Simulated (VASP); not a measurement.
# Yb (P6_3/mmc) in VASP: further runs

The runs below take Yb through single point, with RPBE, revPBE, PBE, BLYP.

All numbers are computed with VASP 6.6.1; they aren't measurements. Logs are shortened: lines on timing, memory, paths and dates and some standing lists are left out, and cuts for length are marked.

### 1 The cell of the first run

It takes space group P6_3/mmc (No. 194, hexagonal). The conventional cell has a = 3.880 Å, b = 3.880 Å, c = 6.386 Å, α = 90.00°, β = 90.00°, γ = 120.00°. Yb (site symmetry -6m2) has 12 Yb at 3.88 to 3.90 Å within 5.1 Å.

### 2 Single point, RPBE

File INCAR:

```
PREC = Accurate
ENCUT = 600
EDIFF = 1E-6
ISMEAR = -1
SIGMA = 0.1
LREAL = False
LASPH = True
NELM = 200
ALGO = Normal
ISIF = 2
LWAVE = False
LCHARG = True
GGA = RP
LELF = True
LVHAR = True
NBANDS = 31
GGA_COMPAT = False
LMAXMIX = 6
```

File KPOINTS:

```
Automatic mesh
0
Gamma
  7 7 4
```

File POSCAR:

```
Yb
1.0
    3.8799000000      0.0000000000      0.0000000000
   -1.9399500000      3.3600919600      0.0000000000
    0.0000000000      0.0000000000      6.3859000000
Yb
2
Direct
    0.3333333338      0.6666666677      0.2500000000
    0.6666666662      0.3333333323      0.7500000000
```

Potentials or basis: VASP PAW PBE potentials, release 64 (Yb).

Command:

```sh
$ cat potpaw_PBE.64/Yb/POTCAR > POTCAR
$ mpirun -np 1 vasp_std > vasp.out
```

OUTCAR:

```text
PREC = Accurate
   ENCUT = 600
   EDIFF = 1E-6
   ISMEAR = -1
   LREAL = False
   LASPH = True
   NELM = 200
   ISIF = 2
   GGA = RP

 ion  position               nearest neighbor table
   1  0.333  0.667  0.250-
   2  0.667  0.333  0.750-

  LATTYP: Found a hexagonal cell.
 ALAT       =     3.8799000000
 C/A-ratio  =     1.6458929354

  Lattice vectors:

 A1 = (   3.8799000000,   0.0000000000,   0.0000000000)
 A2 = (  -1.9399500000,   3.3600919600,   0.0000000000)
 A3 = (   0.0000000000,   0.0000000000,   6.3859000000)

Analysis of symmetry for initial positions (statically):
=====================================================================
 Subroutine PRICEL returns:
 Original cell was already a primitive cell.

 Routine SETGRP: Setting up the symmetry group for a
 hexagonal supercell.

 Subroutine GETGRP returns: Found 24 space group operations
 (whereof 12 operations were pure point group operations)
 out of a pool of 24 trial point group operations.

The static configuration has the point symmetry D_3d.
 The point group associated with its full space group is D_6h.

Analysis of symmetry for dynamics (positions and initial velocities):
=====================================================================
 Subroutine PRICEL returns:
 Original cell was already a primitive cell.

 Routine SETGRP: Setting up the symmetry group for a
 hexagonal supercell.

 Subroutine GETGRP returns: Found 24 space group operations
 (whereof 12 operations were pure point group operations)
 out of a pool of 24 trial point group operations.

The dynamic configuration has the point symmetry D_3d.
 The point group associated with its full space group is D_6h.

 Subroutine INISYM returns: Found 24 space group operations
 (whereof 12 operations are pure point group operations),
 and found     1 'primitive' translations

----------------------------------------------------------------------------------------

                                     Primitive cell

  volume of cell :      83.2518

  direct lattice vectors                    reciprocal lattice vectors
     3.879900000  0.000000000  0.000000000     0.257738602  0.148805451  0.000000000
    -1.939950000  3.360091960  0.000000000     0.000000000  0.297610902  0.000000000
     0.000000000  0.000000000  6.385900000     0.000000000  0.000000000  0.156594998

  length of vectors
     3.879900000  3.879899996  6.385900000     0.297610902  0.297610902  0.156594998

  position of ions in fractional coordinates (direct lattice)
     0.333333334  0.666666668  0.250000000
     0.666666666  0.333333332  0.750000000

  ion indices of the primitive-cell ions
   primitive index   ion index
                 1           1
                 2           2

----------------------------------------------------------------------------------------

 KPOINTS: Automatic mesh

Automatic generation of k-mesh.
 Grid dimensions read from file:
 generate k-points for:    7    7    4

 Generating k-lattice:

  Cartesian coordinates                     Fractional coordinates (reciprocal lattice)
     0.036819800  0.021257922  0.000000000     0.142857143  0.000000000  0.000000000
     0.000000000  0.042515843  0.000000000     0.000000000  0.142857143  0.000000000
     0.000000000  0.000000000  0.039148750     0.000000000  0.000000000  0.250000000

  Length of vectors
     0.042515843  0.042515843  0.039148750

  Shift w.r.t. Gamma in fractional coordinates (k-lattice)
     0.000000000  0.000000000  0.000000000

 Subroutine IBZKPT returns following result:
 ===========================================

 Found     24 irreducible k-points:

 Following reciprocal coordinates:
            Coordinates               Weight
  0.000000  0.000000  0.000000      1.000000
  0.142857  0.000000  0.000000      6.000000
  0.285714  0.000000  0.000000      6.000000
  0.428571  0.000000  0.000000      6.000000
  0.142857  0.142857  0.000000      6.000000
  0.285714  0.142857  0.000000     12.000000
[... 16 lines left out ...]
  0.428571  0.142857  0.500000      6.000000
  0.285714  0.285714  0.500000      6.000000
   k-points           NKPTS =     24   k-points in BZ     NKDIM =     24   number of bands    NBANDS=     31
   number of dos      NEDOS =    301   number of ions     NIONS =      2
   total plane-waves  NPLWV =  55296
   dimension x,y,z NGX =    32 NGY =   32 NGZ =   54
   dimension x,y,z NGXF=    64 NGYF=   64 NGZF=  108
   ions per type =               2
   NGX,Y,Z   is equivalent  to a cutoff of  13.71, 13.71, 14.06 a.u.
   NGXF,Y,Z  is equivalent  to a cutoff of  27.42, 27.42, 28.12 a.u.
 SYSTEM =  unknown system
   PREC   = accura    normal or accurate (medium, high low for compatibility)
   ISTART =      0    job   : 0-new  1-cont  2-samecut
   ICHARG =      2    charge: 1-file 2-atom 10-const
   ISPIN  =      1    spin polarized calculation?
   LNONCOLLINEAR =      F non collinear calculations
   LSORBIT =      F    spin-orbit coupling
   LASPH  =      T    aspherical Exc in radial PAW
   ENCUT  =  600.0 eV  44.10 Ry    6.64 a.u.   7.75  7.75 12.75*2*pi/ulx,y,z
   NELM   =    200;   NELMIN=  2; NELMDL= -5     # of ELM steps
   EDIFF  = 0.1E-05   stopping-criterion for ELM
   LREAL  =      F    real-space projection
   EDIFFG = 0.1E-04   stopping-criterion for IOM
   NSW    =      0    number of steps for IOM
   IBRION =     -1    ionic relax: 0-MD 1-quasi-New 2-CG
   NFREE  =      0    steps in history (QN), initial steepest desc. (CG)
   ISIF   =      2    stress and relaxation
   ISYM   =      2    0-nonsym 1-usesym 2-fastsym
   POTIM  = 0.5000    time-step for ionic-motion
   TEBEG  =    0.0;   TEEND  =   0.0 temperature during run
   PSTRESS=    0.0 pullay stress
   NELECT =      48.0000    total number of electrons
   NUPDOWN=      -1.0000    fix difference up-down
   EMIN   =  10.00;   EMAX   =-10.00  energy-range for DOS
   EFERMI =   0.00;   METHOD = LEGACY
   ISMEAR =    -1;   SIGMA  =   0.10  broadening in eV -4-tet -1-fermi 0-gaus
   EFERMI_NEDOS =   21; number of points for ismear=-14 and -15
   IALGO  =     38    algorithm
   IMIX   =      4    mixing-type and parameters
     AMIX     =   0.40;   BMIX     =  1.00
     AMIX_MAG =   1.60;   BMIX_MAG =  1.00
  volume/ion in A,a.u.               =      41.63       280.91
  Fermi-wavevector in a.u.,A,eV,Ry     =   1.362565  2.574875 25.260359  1.856584
  Thomas-Fermi vector in A             =   2.489044
   LORBIT       =      0    0 simple, 1 ext, 2 COOP (PROOUT), +10 PAW based schemes
   GGA     = RP    functional components
   LHFCALC =     F    Hartree Fock is set to
   AEXX    =    0.0000 exact exchange contribution
   IVDW    =     0    specifies the selected vdW correction
   LEPSILON=     F    determine dielectric tensor
   LRPA    =     F    only Hartree local field effects (RPA)
 non-spin polarized calculation
  energy-cutoff  :      600.00
  volume of cell :       83.25
 maximum number of plane-waves:      2810
 NGX is ok and might be reduce to    32
   NGX = 15   NGY = 15   NGZ = 25

 number of electron      48.0000017 magnetization

 Free energy of the ion-electron system (eV)
  ---------------------------------------------------
  ext. energy  EPLUGINS =         0.00000000
  ---------------------------------------------------
  free energy    TOTEN  =        -6.62891338 eV

  energy without entropy =       -6.42158030  energy(sigma->0) =       -6.52524684

 E-fermi :   1.2743     XC(G=0):  -8.6837

 val. band max:        1.2601520522   @ k =   0.4286   0.0000   0.0000
 cond. band min:       1.2881517514   @ k =   0.0000   0.0000   0.0000
 fundamental gap:      0.0279996992
 Fermi energy:         1.2742749917

 k-point     1 :       0.0000    0.0000    0.0000
  band No.  band energies     occupation
      1     -50.7178      2.00000
      2     -50.7103      2.00000
      3     -23.1452      2.00000
      4     -22.9847      2.00000
      5     -22.9847      2.00000
      6     -22.9579      2.00000
[... 23 lines left out ...]
     30       4.4764      0.00000
     31       5.1597      0.00000

 k-point     2 :       0.1429    0.0000    0.0000
  band No.  band energies     occupation
      1     -50.7165      2.00000
      2     -50.7096      2.00000
      3     -23.1327      2.00000
      4     -23.0140      2.00000
      5     -22.9938      2.00000
      6     -22.9881      2.00000
[... 23 lines left out ...]
     30       4.5690      0.00000
     31       4.8110      0.00000

 k-point     3 :       0.2857    0.0000    0.0000
  band No.  band energies     occupation
      1     -50.7133      2.00000
      2     -50.7082      2.00000
      3     -23.1008      2.00000
      4     -23.0801      2.00000
      5     -23.0539      2.00000
      6     -23.0135      2.00000
[... 23 lines left out ...]
     30       5.1486      0.00000
     31       5.2908      0.00000

 k-point     4 :       0.4286    0.0000    0.0000
  band No.  band energies     occupation
      1     -50.7104      2.00000
      2     -50.7074      2.00000
      3     -23.1334      2.00000
      4     -23.1048      2.00000
      5     -23.0661      2.00000
      6     -23.0287      2.00000
[... 23 lines left out ...]
     30       6.0164      0.00000
     31       6.7325      0.00000

 k-point     5 :       0.1429    0.1429    0.0000
  band No.  band energies     occupation
      1     -50.7142      2.00000
      2     -50.7086      2.00000
      3     -23.1104      2.00000
      4     -23.0523      2.00000
      5     -23.0429      2.00000
      6     -23.0037      2.00000
[... 23 lines left out ...]
     30       4.7702      0.00000
     31       5.0223      0.00000
[... 542 lines left out ...]
     30       4.5298      0.00000
     31       5.9672      0.00000

 k-point    22 :       0.2857    0.1429    0.5000
  band No.  band energies     occupation
      1     -50.7093      2.00000
      2     -50.7093      2.00000
      3     -23.1194      2.00000
      4     -23.1194      2.00000
      5     -23.0268      2.00000
      6     -23.0268      2.00000
[... 23 lines left out ...]
     30       4.5533      0.00000
     31       6.2324      0.00000

 k-point    23 :       0.4286    0.1429    0.5000
  band No.  band energies     occupation
      1     -50.7084      2.00000
      2     -50.7084      2.00000
      3     -23.1392      2.00000
      4     -23.1392      2.00000
      5     -23.0365      2.00000
      6     -23.0365      2.00000
[... 23 lines left out ...]
     30       4.6348      0.00000
     31       6.6829      0.00000

 k-point    24 :       0.2857    0.2857    0.5000
  band No.  band energies     occupation
      1     -50.7082      2.00000
      2     -50.7082      2.00000
      3     -23.1206      2.00000
      4     -23.1206      2.00000
      5     -23.0657      2.00000
      6     -23.0657      2.00000
[... 23 lines left out ...]
     30       4.5452      0.00000
     31       6.3852      0.00000

------------------------ aborting loop because EDIFF is reached ----------------------------------------

  FORCE on cell =-STRESS in cart. coord.  units (eV):
  Direction    XX          YY          ZZ          XY          YZ          ZX
  --------------------------------------------------------------------------------------
  -------------------------------------------------------------------------------------
  Total        0.0005924      0.0005924      0.1854288      0.0000000      0.0000000      0.0000000
  in kB        0.0114000      0.0114000      3.5685687      0.0000000      0.0000000      0.0000000
  external PRESSURE =       1.1971229 kB  Pullay stress =       0.0000000 kB

 VOLUME and BASIS-vectors are now :
 -----------------------------------------------------------------------------
  energy-cutoff  :      600.00
  volume of cell :       83.25
      direct lattice vectors                 reciprocal lattice vectors
     3.879900000  0.000000000  0.000000000     0.257738602  0.148805451  0.000000000
    -1.939950000  3.360091960  0.000000000     0.000000000  0.297610902  0.000000000
     0.000000000  0.000000000  6.385900000     0.000000000  0.000000000  0.156594998

 POSITION                                       TOTAL-FORCE (eV/Angst)
 -----------------------------------------------------------------------------------
     -0.00000      2.24006      1.59648         0.000000     -0.000000      0.000000
      1.93995      1.12003      4.78943        -0.000000      0.000000      0.000000
 -----------------------------------------------------------------------------------
    total drift:                               -0.000000     -0.000004     -0.000000

  FREE ENERGIE OF THE ION-ELECTRON SYSTEM (eV)
  ---------------------------------------------------
  free  energy   TOTEN  =        -6.6289133811 eV

  energy  without entropy=       -6.4215803013  energy(sigma->0) =       -6.52524684
```

Run time: 1.9 min. Hardware: 1 thread of AMD EPYC 9R45 (Zen 5), shared host; peak memory 0.24 GiB.

What came out:

* Free energy: -6.6289 eV
* Pressure: 0.1 GPa
* Band gap on the k mesh: zero (band 24 reaches 1.29 eV, above the bottom of band 25 at 1.20 eV)

Levels at points of the mesh, in eV from the Fermi level:
```
           k point  band 22  band 23  band 24  band 25  band 26  band 27
(0.00, 0.00, 0.00)    -0.46    -0.45    -0.45     0.01     2.66     2.71
(0.00, 0.00, 0.50)    -0.46    -0.45    -0.45     1.45     1.45     2.70
```

Caveat: the PAW data sets were made with another functional, which shifts forces and pressure a little; spin-orbit coupling is left out, which moves the levels of the heavy elements. Spin polarisation is off, so any magnetic state and its effect on volume and gap are missing.

### 3 Single point, revPBE

File INCAR:

```
SYSTEM = Yb
PREC     = Accurate       ! precision mode
ENCUT    = 600            ! plane-wave cutoff, eV
EDIFF    = 1E-6           ! SCF threshold, eV
ISMEAR   = -1             ! smearing method
SIGMA    = 0.1            ! smearing width, eV
LREAL    = .False.        ! projectors in reciprocal space
LASPH    = .True.         ! aspherical terms in the spheres
NELM     = 200            ! most SCF steps
ALGO     = Normal         ! electronic algorithm
ISIF     = 2              ! what is computed and relaxed
LWAVE    = .False.        ! write WAVECAR
LCHARG   = .False.        ! write CHGCAR
GGA      = RE             ! functional
NBANDS   = 31             ! bands
GGA_COMPAT= .False.      
LMAXMIX  = 6              ! l up to which the mixer works
```

File KPOINTS:

```
Automatic mesh
0
Gamma
  7 7 4
  0 0 0
```

POSCAR is that of step 2.

Potentials or basis: VASP PAW PBE potentials, release 64 (Yb).

Command:

```sh
$ cat potpaw_PBE.64/Yb/POTCAR > POTCAR
$ mpirun -np 1 vasp_std > vasp.out
```

Run time: 2.2 min. Hardware: 1 thread of AMD EPYC 9R45 (Zen 5), shared host; peak memory 0.23 GiB.

The run converged. Its results:

* Free energy: -6.6946 eV
* Pressure: -0.9 GPa
* Band gap on the k mesh: zero (band 24 reaches 1.26 eV, above the bottom of band 25 at 1.17 eV)

Stress tensor (GPa, compression positive):
```
-1.03  0.00  0.00
 0.00 -1.03  0.00
 0.00  0.00 -0.63
```

Levels at points of the mesh, in eV from the Fermi level:
| k point | band 21 | band 22 | band 23 | band 24 | band 25 | band 26 | band 27 | band 28 |
| --- | --- | --- | --- | --- | --- | --- | --- | --- |
| (0.00, 0.00, 0.00) | -0.46 | -0.46 | -0.45 | -0.45 | 0.02 | 2.65 | 2.70 | 2.70 |
| (0.00, 0.00, 0.50) | -0.46 | -0.46 | -0.45 | -0.45 | 1.44 | 1.44 | 2.69 | 2.69 |

Caveat: the PAW data sets were made with another functional, which shifts forces and pressure a little; spin-orbit coupling is left out, which moves the levels of the heavy elements.

### 4 Single point, PBE

File INCAR:

```
ALGO = Normal ; EDIFF = 1E-6
ENCUT = 600 ; GGA = PE
GGA_COMPAT = F ; ISIF = 2
ISMEAR = -1 ; LASPH = T
LCHARG = F ; LMAXMIX = 6
LREAL = F ; LWAVE = F
NBANDS = 31 ; NELM = 200
PREC = Accurate ; SIGMA = 0.1
```

File KPOINTS:

```
k-points
0
Gamma
  7 7 4
```

POSCAR is that of step 3.

Command:

```sh
$ cat potpaw_PBE.64/Yb/POTCAR > POTCAR
$ mpirun -np 1 vasp_std > vasp.out
```

Run time: 1.8 min. Hardware: 1 thread of AMD EPYC 9R45 (Zen 5), shared host; peak memory 0.24 GiB.

It converged, with:

```yaml
Free_energy: -7.1001 eV
Pressure: -2.5 GPa
Band_gap_on_the_k_mesh: zero (band 24 reaches 1.17 eV, above the bottom of band 25 at 1.09 eV)
```

Stress tensor (GPa, compression positive):
```
-2.57  0.00  0.00
 0.00 -2.57  0.00
 0.00  0.00 -2.38
```

Levels at points of the mesh, in eV from the Fermi level:
```tsv
k point	band 22	band 23	band 24	band 25	band 26	band 27
(0.00, 0.00, 0.00)	-0.46	-0.45	-0.45	0.05	2.60	2.66
(0.00, 0.00, 0.50)	-0.46	-0.45	-0.45	1.42	1.42	2.65
```

Caveat: spin-orbit coupling is left out, which moves the levels of the heavy elements.

### 5 Single point, BLYP

File INCAR:

```
AGGAC = 1.0 ; AGGAX = 1.0
ALDAC = 0.0 ; ALDAX = 1.0
ALGO = Normal ; EDIFF = 1E-6
ENCUT = 600 ; GGA = B5
GGA_COMPAT = False ; ISIF = 2
ISMEAR = -1 ; LASPH = True
LCHARG = False ; LMAXMIX = 6
LREAL = False ; LWAVE = False
NBANDS = 31 ; NELM = 200
PREC = Accurate ; SIGMA = 0.1
```

KPOINTS is that of step 4.

POSCAR is that of step 4.

Command:

```sh
$ cat potpaw_PBE.64/Yb/POTCAR > POTCAR
$ mpirun -np 1 vasp_std > vasp.out
```

Wall time 2.7 min (1 thread of AMD EPYC 9R45 (Zen 5), shared host); peak memory 0.24 GiB.

The run converged. Its results:

| Item | Value |
| --- | --- |
| Free energy | -5.5179 eV |
| Pressure | -1.3 GPa |
| Band gap on the k mesh | zero (band 24 reaches 1.67 eV, above the bottom of band 25 at 1.61 eV) |

Levels at points of the mesh, in eV from the Fermi level:
```csv
k point,band 20,band 21,band 22,band 23,band 24,band 25,band 26,band 27,band 28,band 29
"(0.00, 0.00, 0.00)",-0.52,-0.49,-0.49,-0.47,-0.47,0.19,2.42,2.48,2.48,2.94
"(0.00, 0.00, 0.50)",-0.48,-0.48,-0.48,-0.47,-0.47,1.35,1.35,2.46,2.46,2.46
```

Caveat: the PAW data sets were made with another functional, which shifts forces and pressure a little; spin-orbit coupling is left out, which moves the levels of the heavy elements. Spin polarisation is off, so any magnetic state and its effect on volume and gap are missing.

### 6 Overview

```csv
level,gap on the mesh (eV),pressure (GPa)
RPBE,none,0.1
revPBE,none,-0.9
PBE,none,-2.5
BLYP,none,-1.3
```

Alike in all rows: task single point; potentials or basis VASP PAW PBE potentials, release 64 (Yb); no spin polarisation; cell as given; k mesh 7 × 7 × 4; cutoff (eV) 600; smearing fermi-dirac 0.1 eV.

Every run on the cell as given and a fine mesh finds a metal. The pressure there spans -2.5 GPa (PBE) to 0.1 GPa (RPBE); a positive pressure means that this level wants a larger cell, a negative one a smaller.

Caveats: spin-orbit coupling is left out, which moves the levels of the heavy elements; the PAW data sets were made with another functional, which shifts forces and pressure a little (some runs).

Absolute energies hang on the potentials; compare differences alone.
